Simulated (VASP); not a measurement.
**P: single point with PBEsol+D3(BJ)**

The system is P.

```
P
1.0
     4.27290    0.00000    0.00000
     0.00000    4.27290    0.00000
     0.00000    0.00000    4.37800
P
1
Direct
  0.00000 0.00000 0.00000
```

- Program: VASP 6.6.1
- Task: single point
- Functional: PBEsol
- Dispersion: D3(BJ)
- Potentials or basis: VASP PAW PBE potentials, release 64 (P)
- Cutoff: 520 eV
- k mesh: 12 × 12 × 12
- Occupations: gaussian, width 0.15 eV
- Spin: no spin polarisation
- Dipole correction: no
- Further INCAR settings: ALGO = Normal; EDIFF = 1e-07; NBANDS = 8

```yaml
Pressure: -4.0 GPa
Band_gap_on_the_k_mesh: zero (an odd number of electrons rules out a gap without spin polarisation)
Dispersion_energy_per_atom: -0.081 eV
```

Stress tensor (GPa, compression positive):
```
-4.19  0.00  0.00
 0.00 -4.19  0.00
 0.00  0.00 -3.77
```

Levels at points of the mesh, in eV from the Fermi level:
```tsv
k point	band 1	band 2	band 3	band 4	band 5	band 6	band 7
(0.00, 0.00, 0.00)	-8.73	0.45	0.56	0.56	4.63	7.44	7.52
(0.50, 0.00, 0.00)	-8.56	-0.83	0.60	0.70	6.51	7.56	8.19
(0.50, 0.50, 0.00)	-8.40	-0.53	-0.53	0.74	5.86	8.12	9.73
(0.00, 0.00, 0.50)	-8.59	-0.78	0.68	0.68	6.48	7.48	8.15
(0.50, 0.00, 0.50)	-8.43	-0.57	-0.48	0.81	5.85	8.12	9.65
(0.50, 0.50, 0.50)	-8.28	-0.32	-0.32	-0.24	6.87	6.97	6.97
```

It took 32 s on 1 thread of Intel(R) Xeon(R) 6975P-C (Granite Rapids), with other jobs on the host, peak memory 0.25 GiB.

Caveat: the cell stands under tension; the PAW data sets were made with another functional, which shifts forces and pressure a little.
